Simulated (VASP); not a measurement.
# ZrH in VASP: further runs

Runs on ZrH. Level: PBEsol. Tasks: single point.

Everything below comes from runs of VASP 6.6.1. Logs are shortened: lines on timing, memory, paths and dates and some standing lists are left out, and cuts for length are marked.

## 1. The cell of the first run

The cell holds a slab with vacuum, 4 atoms: a = 3.417 Å, b = 3.417 Å, c = 20.810 Å, α = 90.00°, β = 90.00°, γ = 122.49°.

## 2. Single point, PBEsol

INCAR reads:

```
ALGO = Normal ; DIPOL = 0.5 0.5 0.500
EDIFF = 1E-6 ; ENCUT = 520
GGA = PS ; IDIPOL = 3
ISIF = 2 ; ISMEAR = -1
LASPH = T ; LCHARG = T
LDIPOL = T ; LELF = T
LREAL = F ; LVACPOTAV = T
LVHAR = T ; LWAVE = F
NBANDS = 21 ; NELM = 100
PREC = Accurate ; SIGMA = 0.15
```

KPOINTS reads:

```
k-points
0
Gamma
  6 6 1
```

POSCAR reads:

```
ZrH
1.0
    3.4171450000      0.0000000000      0.0000000000
   -1.8354541928      2.8823580376      0.0000000000
    0.0000000000      0.0000000000     20.8100012649
Zr H
2 2
Direct
    0.0000000000      0.0000000000      0.3844305389
    0.6988746658      0.3011253693      0.5165099230
    0.0241559994      0.9758440270      0.4834900770
    0.7230306652      0.2769693962      0.6155694611
```

Potentials or basis: VASP PAW PBE potentials, release 64 (Zr_sv, H).

On the command line:

```bash
$ cat potpaw_PBE.64/Zr_sv/POTCAR potpaw_PBE.64/H/POTCAR > POTCAR
$ mpirun -np 1 vasp_std > vasp.out
```

OUTCAR:

```text
EDIFF = 1E-6
   ENCUT = 520
   GGA = PS
   ISIF = 2
   ISMEAR = -1
   LASPH = T
   LREAL = F
   NELM = 100
   PREC = Accurate

 ion  position               nearest neighbor table
   1  0.000  0.000  0.384-   3 2.07   2 3.29   2 3.42   2 3.42
   2  0.699  0.301  0.517-   3 2.07   3 2.07   3 2.07   4 2.07   1 3.29   1 3.42   1 3.42
   3  0.024  0.976  0.483-   2 2.07   2 2.07   2 2.07   1 2.07
   4  0.723  0.277  0.616-   2 2.07

  LATTYP: Found a base centered orthorhombic cell.
 ALAT       =     3.2878159417
 B/A-ratio  =     1.8223271100
 C/A-ratio  =     6.3294301244

  Lattice vectors:

 A1 = (   3.4171450000,   0.0000000000,   0.0000000000)
 A2 = (  -1.8354541928,   2.8823580376,   0.0000000000)
 A3 = (   0.0000000000,   0.0000000000,  20.8100012649)

Analysis of symmetry for initial positions (statically):
=====================================================================
 Subroutine PRICEL returns:
 Original cell was already a primitive cell.

 Routine SETGRP: Setting up the symmetry group for a
 base centered orthorhombic supercell.

 Subroutine GETGRP returns: Found  2 space group operations
 (whereof  2 operations were pure point group operations)
 out of a pool of  8 trial point group operations.

The static configuration has the point symmetry C_1h.

Analysis of symmetry for dynamics (positions and initial velocities):
=====================================================================
 Subroutine PRICEL returns:
 Original cell was already a primitive cell.

 Routine SETGRP: Setting up the symmetry group for a
 base centered orthorhombic supercell.

 Subroutine GETGRP returns: Found  2 space group operations
 (whereof  2 operations were pure point group operations)
 out of a pool of  8 trial point group operations.

The dynamic configuration has the point symmetry C_1h.

 Subroutine INISYM returns: Found  2 space group operations
 (whereof  2 operations are pure point group operations),
 and found     1 'primitive' translations

----------------------------------------------------------------------------------------

                                     Primitive cell

  volume of cell :     204.9668

  direct lattice vectors                    reciprocal lattice vectors
     3.417145000  0.000000000  0.000000000     0.292641957  0.186351210  0.000000000
    -1.835454193  2.882358038  0.000000000     0.000000000  0.346938162  0.000000000
     0.000000000  0.000000000 20.810001265     0.000000000  0.000000000  0.048053817

  length of vectors
     3.417145000  3.417145000 20.810001265     0.346938162  0.346938162  0.048053817

  position of ions in fractional coordinates (direct lattice)
     0.000000000  0.000000000  0.384430539
     0.698874666  0.301125369  0.516509923
     0.024155999  0.975844027  0.483490077
     0.723030665  0.276969396  0.615569461

  ion indices of the primitive-cell ions
   primitive index   ion index
                 1           1
                 2           2
                 3           3
                 4           4

----------------------------------------------------------------------------------------

 KPOINTS: k-points

Automatic generation of k-mesh.
 Grid dimensions read from file:
 generate k-points for:    6    6    1

 Generating k-lattice:

  Cartesian coordinates                     Fractional coordinates (reciprocal lattice)
     0.048773659  0.031058535  0.000000000     0.166666667 -0.000000000  0.000000000
     0.000000000  0.057823027  0.000000000     0.000000000  0.166666667  0.000000000
     0.000000000  0.000000000  0.048053817     0.000000000  0.000000000  1.000000000

  Length of vectors
     0.057823027  0.057823027  0.048053817

  Shift w.r.t. Gamma in fractional coordinates (k-lattice)
     0.000000000  0.000000000  0.000000000

 Subroutine IBZKPT returns following result:
 ===========================================

 Found     13 irreducible k-points:

 Following reciprocal coordinates:
            Coordinates               Weight
  0.000000  0.000000  0.000000      1.000000
  0.166667  0.000000  0.000000      4.000000
  0.333333  0.000000  0.000000      4.000000
  0.500000  0.000000  0.000000      2.000000
  0.166667  0.166667  0.000000      2.000000
  0.333333  0.166667  0.000000      4.000000
  0.500000  0.166667  0.000000      4.000000
 -0.333333  0.166667  0.000000      4.000000
 -0.166667  0.166667  0.000000      2.000000
  0.333333  0.333333  0.000000      2.000000
  0.500000  0.333333  0.000000      4.000000
 -0.333333  0.333333  0.000000      2.000000
  0.500000  0.500000  0.000000      1.000000
   k-points           NKPTS =     13   k-points in BZ     NKDIM =     13   number of bands    NBANDS=     21
   number of dos      NEDOS =    301   number of ions     NIONS =      4
   total plane-waves  NPLWV = 125440
   dimension x,y,z NGX =    28 NGY =   28 NGZ =  160
   dimension x,y,z NGXF=    56 NGYF=   56 NGZF=  320
   ions per type =               2   2
   NGX,Y,Z   is equivalent  to a cutoff of  13.62, 13.62, 12.78 a.u.
   NGXF,Y,Z  is equivalent  to a cutoff of  27.24, 27.24, 25.56 a.u.
 SYSTEM =  unknown system
   PREC   = accura    normal or accurate (medium, high low for compatibility)
   ISTART =      0    job   : 0-new  1-cont  2-samecut
   ICHARG =      2    charge: 1-file 2-atom 10-const
   ISPIN  =      1    spin polarized calculation?
   LNONCOLLINEAR =      F non collinear calculations
   LSORBIT =      F    spin-orbit coupling
   LASPH  =      T    aspherical Exc in radial PAW
   ENCUT  =  520.0 eV  38.22 Ry    6.18 a.u.   6.35  6.35 38.69*2*pi/ulx,y,z
   NELM   =    100;   NELMIN=  2; NELMDL= -5     # of ELM steps
   EDIFF  = 0.1E-05   stopping-criterion for ELM
   LREAL  =      F    real-space projection
   EDIFFG = 0.1E-04   stopping-criterion for IOM
   NSW    =      0    number of steps for IOM
   IBRION =     -1    ionic relax: 0-MD 1-quasi-New 2-CG
   NFREE  =      0    steps in history (QN), initial steepest desc. (CG)
   ISIF   =      2    stress and relaxation
   ISYM   =      2    0-nonsym 1-usesym 2-fastsym
   POTIM  = 0.5000    time-step for ionic-motion
   TEBEG  =    0.0;   TEEND  =   0.0 temperature during run
   PSTRESS=    0.0 pullay stress
   NELECT =      26.0000    total number of electrons
   NUPDOWN=      -1.0000    fix difference up-down
   EMIN   =  10.00;   EMAX   =-10.00  energy-range for DOS
   EFERMI =   0.00;   METHOD = LEGACY
   ISMEAR =    -1;   SIGMA  =   0.15  broadening in eV -4-tet -1-fermi 0-gaus
   EFERMI_NEDOS =   21; number of points for ismear=-14 and -15
   IALGO  =     38    algorithm
   IMIX   =      4    mixing-type and parameters
     AMIX     =   0.40;   BMIX     =  1.00
     AMIX_MAG =   1.60;   BMIX_MAG =  1.00
  volume/ion in A,a.u.               =      51.24       345.80
  Fermi-wavevector in a.u.,A,eV,Ry     =   0.822567  1.554427  9.205934  0.676617
  Thomas-Fermi vector in A             =   1.933925
   LORBIT       =      0    0 simple, 1 ext, 2 COOP (PROOUT), +10 PAW based schemes
   GGA     = PS    functional components
   LHFCALC =     F    Hartree Fock is set to
   AEXX    =    0.0000 exact exchange contribution
   IVDW    =     0    specifies the selected vdW correction
   LEPSILON=     F    determine dielectric tensor
   LRPA    =     F    only Hartree local field effects (RPA)
 non-spin polarized calculation
  energy-cutoff  :      520.00
  volume of cell :      204.97
 maximum number of plane-waves:      5549
 NGX is ok and might be reduce to    28

 dipolmoment           0.000000      0.000000     -0.126590 electrons x Angstroem

 number of electron      25.9999999 magnetization

 dipolmoment           0.000000      0.000000      0.150375 electrons x Angstroem

 Free energy of the ion-electron system (eV)
  ---------------------------------------------------
  ext. energy  EPLUGINS =         0.00000000
  ---------------------------------------------------
  free energy    TOTEN  =       -22.50238204 eV

  energy without entropy =      -22.11390525  energy(sigma->0) =      -22.30814365

 E-fermi :  -1.8468     XC(G=0):  -3.9420

 val. band max:       -1.8615356341   @ k =  -0.3333   0.3333   0.0000
 cond. band min:      -1.8410851239   @ k =   0.3333   0.1667   0.0000
 fundamental gap:      0.0204505102
 Fermi energy:        -1.8467573874

 k-point     1 :       0.0000    0.0000    0.0000
  band No.  band energies     occupation
      1     -51.0815      2.00000
      2     -50.8698      2.00000
      3     -29.3126      2.00000
      4     -28.8377      2.00000
      5     -28.7686      2.00000
      6     -28.7640      2.00000
[... 13 lines left out ...]
     20       1.5270      0.00000
     21       1.5764      0.00000

 k-point     2 :       0.1667    0.0000    0.0000
  band No.  band energies     occupation
      1     -51.0679      2.00000
      2     -50.8556      2.00000
      3     -29.2923      2.00000
      4     -28.9145      2.00000
      5     -28.8562      2.00000
      6     -28.8329      2.00000
[... 13 lines left out ...]
     20       1.5087      0.00000
     21       1.7389      0.00000

 k-point     3 :       0.3333    0.0000    0.0000
  band No.  band energies     occupation
      1     -51.0405      2.00000
      2     -50.8270      2.00000
      3     -29.2772      2.00000
      4     -29.1465      2.00000
      5     -29.0595      2.00000
      6     -28.9138      2.00000
[... 13 lines left out ...]
     20       1.5275      0.00000
     21       2.4133      0.00000
[... 193 lines left out ...]
 k-point    12 :      -0.3333    0.3333    0.0000
  band No.  band energies     occupation
      1     -51.0497      2.00000
      2     -50.8370      2.00000
      3     -29.2961      2.00000
      4     -29.1444      2.00000
      5     -29.0582      2.00000
      6     -28.8331      2.00000
[... 13 lines left out ...]
     20       1.7104      0.00000
     21       2.4974      0.00000

 k-point    13 :       0.5000    0.5000    0.0000
  band No.  band energies     occupation
      1     -51.0390      2.00000
      2     -50.8260      2.00000
      3     -29.3412      2.00000
      4     -29.2352      2.00000
      5     -29.1044      2.00000
      6     -28.8558      2.00000
[... 13 lines left out ...]
     20       2.3561      0.00000
     21       3.0942      0.00000

------------------------ aborting loop because EDIFF is reached ----------------------------------------

  FORCE on cell =-STRESS in cart. coord.  units (eV):
  Direction    XX          YY          ZZ          XY          YZ          ZX
  --------------------------------------------------------------------------------------
  -------------------------------------------------------------------------------------
  Total       -4.3452244     -4.2812073     -2.9678009      0.0502655     -0.2253100      0.4105874
  in kB      -33.9656046    -33.4651982    -23.1986071      0.3929137     -1.7611954      3.2094662
  external PRESSURE =     -30.2098033 kB  Pullay stress =       0.0000000 kB

 VOLUME and BASIS-vectors are now :
 -----------------------------------------------------------------------------
  energy-cutoff  :      520.00
  volume of cell :      204.97
      direct lattice vectors                 reciprocal lattice vectors
     3.417145000  0.000000000  0.000000000     0.292641957  0.186351210  0.000000000
    -1.835454193  2.882358038  0.000000000     0.000000000  0.346938162  0.000000000
     0.000000000  0.000000000 20.810001265     0.000000000  0.000000000  0.048053817

 POSITION                                       TOTAL-FORCE (eV/Angst)
 -----------------------------------------------------------------------------------
      0.00000      0.00000      8.00000        -0.055073      0.030221      0.242923
      1.83545      0.86795     10.74857         0.000516     -0.000283      1.148096
     -1.70857      2.81273     10.06143        -0.053489      0.029352     -0.218393
      1.96234      0.79832     12.81000         0.108046     -0.059290     -1.172626
 -----------------------------------------------------------------------------------
    total drift:                               -0.000057     -0.000094     -0.000052

  FREE ENERGIE OF THE ION-ELECTRON SYSTEM (eV)
  ---------------------------------------------------
  free  energy   TOTEN  =       -22.5023820430 eV

  energy  without entropy=      -22.1139052474  energy(sigma->0) =      -22.30814365

 vacuum level on the upper side and lower side of the slab         4.885         2.122
```

It took 76 s on 1 thread of Intel Xeon 6975P-C (Granite Rapids), shared host; peak memory 0.35 GiB.

What came out:

```
Free energy            : -22.5024 eV
Largest force          : 1.179 eV/Å
Band gap on the k mesh : zero (bands 13 and 14 overlap by 0.29 eV)
```

Forces on the atoms (eV/Å):
```
Zr  -0.055  0.030  0.243
Zr   0.001  0.000  1.148
H   -0.053  0.029 -0.218
H    0.108 -0.059 -1.173
```

Levels at points of the mesh, in eV from the Fermi level:
```
           k point  band 9  band 10  band 11  band 12  band 13  band 14  band 15  band 16  band 17  band 18
(0.00, 0.00, 0.00)   -7.28    -3.62    -2.41    -0.32     0.15     0.21     0.67     0.78     1.25     2.14
(0.50, 0.00, 0.00)   -5.95    -2.25    -1.92    -0.70    -0.10     0.75     0.98     1.37     2.58     3.03
(0.50, 0.50, 0.00)   -5.93    -2.31    -1.90    -0.90    -0.37     0.61     1.06     1.43     2.34     3.27
```

Caveat: the k points lie up to 0.36 Å⁻¹ apart; the PAW data sets were made with another functional, which shifts forces and pressure a little.

## 3. Single point, PBEsol

This run uses another cell than the first one: it holds 6 atoms, not 4.

INCAR reads:

```
SYSTEM = ZrH
ALGO = Normal ; DIPOL = 0.5 0.5 0.500
EDIFF = 1E-6 ; ENCUT = 520
GGA = PS ; IDIPOL = 3
ISIF = 2 ; ISMEAR = -1
LASPH = .TRUE. ; LCHARG = .FALSE.
LDIPOL = .TRUE. ; LREAL = .FALSE.
LWAVE = .FALSE. ; NBANDS = 28
NELM = 80 ; PREC = Accurate
SIGMA = 0.15
```

KPOINTS reads:

```
k-points
0
G
  6 6 1
  0 0 0
```

POSCAR reads:

```
ZrH
1.0
    3.4171450000      0.0000000000      0.0000000000
   -1.8354541928      2.8823580376      0.0000000000
    0.0000000000      0.0000000000     23.5585734162
Zr H
3 3
Direct
    0.0000000000      0.0000000000      0.3395791357
    0.6988746658      0.3011253693      0.4562488552
    0.3977493316      0.6022507385      0.5729185747
    0.0241559994      0.9758440270      0.4270814253
    0.7230306652      0.2769693962      0.5437511448
    0.4219053310      0.5780947655      0.6604208643
```

Potentials or basis: VASP PAW PBE potentials, release 64 (Zr_sv, H).

On the command line:

```bash
$ cat potpaw_PBE.64/Zr_sv/POTCAR potpaw_PBE.64/H/POTCAR > POTCAR
$ mpirun -np 1 vasp_std > vasp.out
```

Wall time 2.1 min (1 thread of Intel Xeon 6975P-C (Granite Rapids), shared host); peak memory 0.38 GiB.

Results (log left out):

```yaml
Free_energy: -35.6831 eV
Largest_force: 1.099 eV/Å
Band_gap_on_the_k_mesh: zero (an odd number of electrons rules out a gap without spin polarisation)
```

Forces on the atoms (eV/Å):
```
Zr  -0.009  0.005  0.717
Zr  -0.021  0.011 -0.480
Zr  -0.057  0.032  1.088
H   -0.040  0.022 -0.290
H   -0.009  0.005  0.053
H    0.136 -0.075 -1.088
```

Levels at points of the mesh, in eV from the Fermi level:
```tsv
k point	band 16	band 17	band 18	band 19	band 20	band 21	band 22	band 23
(0.00, 0.00, 0.00)	-2.51	-0.84	-0.18	0.09	0.18	0.37	0.67	0.78
(0.50, 0.00, 0.00)	-1.85	-1.58	-0.92	-0.03	0.34	0.62	0.81	1.20
(0.50, 0.50, 0.00)	-1.90	-1.54	-1.11	-0.36	-0.05	0.65	0.88	1.12
```

Caveat: the k points lie up to 0.36 Å⁻¹ apart, too coarse for converged energies and pressures of a metal; the PAW data sets were made with another functional, which shifts forces and pressure a little.

(Part 1 of 2 ends here.)
